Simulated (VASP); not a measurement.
# Be2C (Fm-3m) in VASP: notebook, part 2 of 2

VASP 6.6.1. The steps go on from the part before.

## (3) Single point, PBE, collinear spin

INCAR reads:

```
SYSTEM = Be2C
ALGO     = Normal         ! electronic algorithm
EDIFF    = 1E-6           ! SCF threshold, eV
ENCUT    = 600            ! plane-wave cutoff, eV
GGA      = PE             ! functional
GGA_COMPAT= .False.      
ISIF     = 2              ! what is computed and relaxed
ISMEAR   = -1             ! smearing method
ISPIN    = 2              ! spin polarisation
LASPH    = .True.         ! aspherical terms in the spheres
LCHARG   = .False.        ! write CHGCAR
LORBIT   = 11             ! projections on sites
LREAL    = .False.        ! projectors in reciprocal space
LWAVE    = .False.        ! write WAVECAR
MAGMOM   = -0.5 0 0       ! initial moments
NBANDS   = 15             ! bands
NELM     = 200            ! most SCF steps
PREC     = Accurate       ! precision mode
SIGMA    = 0.08617333262145177 ! smearing width, eV
```

KPOINTS reads:

```
k-points
0
Gamma
  4 4 4
  0 0 0
```

POSCAR reads:

```
Be2C
1.0
    0.0000000000      2.1622559729      2.1622559729
    2.1622559729      0.0000000000      2.1622559729
    2.1622559729      2.1622559729      0.0000000000
Be C
2 1
Direct
    1.4380000000      0.8460000000      1.1820000000
    0.9380000000      0.3460000000      0.6820000000
    0.6880000000      0.0960000000      0.4320000000
```

Potentials or basis: VASP PAW PBE potentials, release 64 (Be, C).

Launch:

```bash
$ cat potpaw_PBE.64/Be/POTCAR potpaw_PBE.64/C/POTCAR > POTCAR
$ mpirun -np 1 vasp_std > vasp.out
```

OUTCAR:

```text
SYSTEM = Be2C
   EDIFF = 1E-6
   ENCUT = 600
   GGA = PE
   ISIF = 2
   ISMEAR = -1
   ISPIN = 2
   LASPH = .True.
   LORBIT = 11
   LREAL = .False.
   NELM = 200
   PREC = Accurate

 ion  position               nearest neighbor table
   1  0.438  0.846  0.182-   3 1.87   3 1.87   3 1.87   3 1.87   2 2.16   2 2.16   2 2.16   2 2.16
                             2 2.16   2 2.16
   2  0.938  0.346  0.682-   3 1.87   3 1.87   3 1.87   3 1.87   1 2.16   1 2.16   1 2.16   1 2.16
                             1 2.16   1 2.16
   3  0.688  0.096  0.432-   1 1.87   1 1.87   1 1.87   2 1.87   2 1.87   2 1.87   2 1.87   1 1.87

  LATTYP: Found a face centered cubic cell.
 ALAT       =     4.3245119458

  Lattice vectors:

 A1 = (   0.0000000000,   2.1622559729,   2.1622559729)
 A2 = (   2.1622559729,   0.0000000000,   2.1622559729)
 A3 = (   2.1622559729,   2.1622559729,   0.0000000000)

Analysis of symmetry for initial positions (statically):
=====================================================================
 Subroutine PRICEL returns:
 Original cell was already a primitive cell.

 Routine SETGRP: Setting up the symmetry group for a
 face centered cubic supercell.

 Subroutine GETGRP returns: Found 48 space group operations
 (whereof  1 operations were pure point group operations)
 out of a pool of 48 trial point group operations.

The static configuration has the point symmetry C_1 .
 The point group associated with its full space group is O_h .

Analysis of symmetry for dynamics (positions and initial velocities):
=====================================================================
 Subroutine PRICEL returns:
 Original cell was already a primitive cell.

 Routine SETGRP: Setting up the symmetry group for a
 face centered cubic supercell.

 Subroutine GETGRP returns: Found 48 space group operations
 (whereof  1 operations were pure point group operations)
 out of a pool of 48 trial point group operations.

[... 296 lines left out ...]
     10      22.2225      0.00000
     11      24.9160      0.00000
     12      26.1307      0.00000
     13      29.2825      0.00000
     14      32.3079      0.00000
     15      38.8274      0.00000
 Fermi energy:         8.3611702971

 spin component 2

 k-point     1 :       0.0000    0.0000    0.0000
  band No.  band energies     occupation
      1      -7.2850      1.00000
      2       7.7949      0.99860
      3       7.7949      0.99860
      4       7.7949      0.99860
      5      11.8962      0.00000
      6      11.8962      0.00000
      7      11.8962      0.00000
      8      14.5713      0.00000
      9      20.9523      0.00000
     10      20.9523      0.00000
     11      20.9523      0.00000
     12      24.4554      0.00000
     13      24.4554      0.00000
     14      27.1956      0.00000
[... 113 lines left out ...]
      2       1.4972      1.00000
      3       1.8609      1.00000
      4       1.8610      1.00000
      5      13.5042      0.00000
      6      15.9265      0.00000
      7      17.3188      0.00000
      8      17.3189      0.00000
      9      22.2224      0.00000
     10      22.2224      0.00000
     11      24.9158      0.00000
     12      26.1305      0.00000
     13      29.2825      0.00000
     14      32.3079      0.00000
     15      38.8259      0.00000

------------------------ aborting loop because EDIFF is reached ----------------------------------------

  FORCE on cell =-STRESS in cart. coord.  units (eV):
  Direction    XX          YY          ZZ          XY          YZ          ZX
  --------------------------------------------------------------------------------------
  -------------------------------------------------------------------------------------
  Total        0.1075832      0.1075832      0.1075832     -0.0000000      0.0000000      0.0000000
  in kB        8.5251837      8.5251837      8.5251837     -0.0000000      0.0000000      0.0000000
  external PRESSURE =       8.5251837 kB  Pullay stress =       0.0000000 kB

 VOLUME and BASIS-vectors are now :
 -----------------------------------------------------------------------------
  energy-cutoff  :      600.00
  volume of cell :       20.22
      direct lattice vectors                 reciprocal lattice vectors
     0.000000000  2.162255973  2.162255973    -0.231239967  0.231239967  0.231239967
     2.162255973  0.000000000  2.162255973     0.231239967 -0.231239967  0.231239967
     2.162255973  2.162255973  0.000000000     0.231239967  0.231239967 -0.231239967

 POSITION                                       TOTAL-FORCE (eV/Angst)
 -----------------------------------------------------------------------------------
      2.22280      1.34060      2.77634        -0.000000     -0.000000     -0.000000
      2.22280      3.50285      2.77634        -0.000000     -0.000000     -0.000000
      1.14167      2.42173      1.69521         0.000000      0.000000      0.000000
 -----------------------------------------------------------------------------------
    total drift:                                0.000000      0.000001     -0.000000

  FREE ENERGIE OF THE ION-ELECTRON SYSTEM (eV)
  ---------------------------------------------------
  free  energy   TOTEN  =       -17.3687047323 eV

  energy  without entropy=      -17.3685337036  energy(sigma->0) =      -17.36861922

 total charge

# of ion       s       p       d       tot
------------------------------------------
    1        0.423   0.845   0.000   1.269
    2        0.423   0.845   0.000   1.269
    3        0.799   1.710   0.000   2.508
--------------------------------------------------
tot          1.645   3.401   0.000   5.045

 magnetization (x)

# of ion       s       p       d       tot
------------------------------------------
    1        0.000   0.000   0.000   0.000
    2       -0.000  -0.000   0.000  -0.000
    3        0.000  -0.000   0.000   0.000
--------------------------------------------------
tot          0.000   0.000   0.000   0.000
```

OSZICAR:

```text
N       E                     dE             d eps       ncg     rms          rms(c)
DAV:   1     0.669982526580E+01    0.66998E+01   -0.39101E+03   480   0.511E+02
DAV:   2    -0.178652126746E+02   -0.24565E+02   -0.23529E+02   656   0.120E+02
DAV:   3    -0.184800693789E+02   -0.61486E+00   -0.61388E+00   557   0.140E+01
DAV:   4    -0.184818610907E+02   -0.17917E-02   -0.17917E-02   592   0.103E+00
DAV:   5    -0.184818691378E+02   -0.80471E-05   -0.80472E-05   578   0.585E-02    0.555E+00
DAV:   6    -0.174265914831E+02    0.10553E+01   -0.27272E+00   494   0.628E+00    0.216E+00
DAV:   7    -0.173755855229E+02    0.51006E-01   -0.21315E-01   585   0.247E+00    0.135E+00
DAV:   8    -0.173600411214E+02    0.15544E-01   -0.14285E-02   501   0.103E+00    0.670E-01
DAV:   9    -0.173688705904E+02   -0.88295E-02   -0.44303E-03   494   0.623E-01    0.170E-01
DAV:  10    -0.173686954729E+02    0.17512E-03   -0.18139E-04   593   0.117E-01    0.996E-02
DAV:  11    -0.173687102328E+02   -0.14760E-04   -0.56445E-05   515   0.560E-02    0.438E-02
DAV:  12    -0.173687044755E+02    0.57573E-05   -0.15546E-05   550   0.305E-02    0.473E-03
DAV:  13    -0.173687047323E+02   -0.25673E-06   -0.74065E-07   488   0.607E-03
   1 F= -.17368705E+02 E0= -.17368619E+02  d E =-.171029E-03  mag=    -0.0000
```

It took 8.9 s on 1 thread of Intel Xeon Platinum 8375C at 2.90GHz (Ice Lake), shared host; peak memory 0.14 GiB.

Results:

```
Free energy                                           : -17.3687 eV
Pressure                                              : 0.9 GPa
Band gap on the k mesh                                : 1.13 eV, indirect (least direct gap 4.10 eV)
Net moment                                            : 0.00 μB per cell
Valence electrons inside the program's atomic spheres : Be 1.27; C 2.51
```

Caveat: the k points lie up to 0.63 Å⁻¹ apart. A k mesh can miss the band edges.
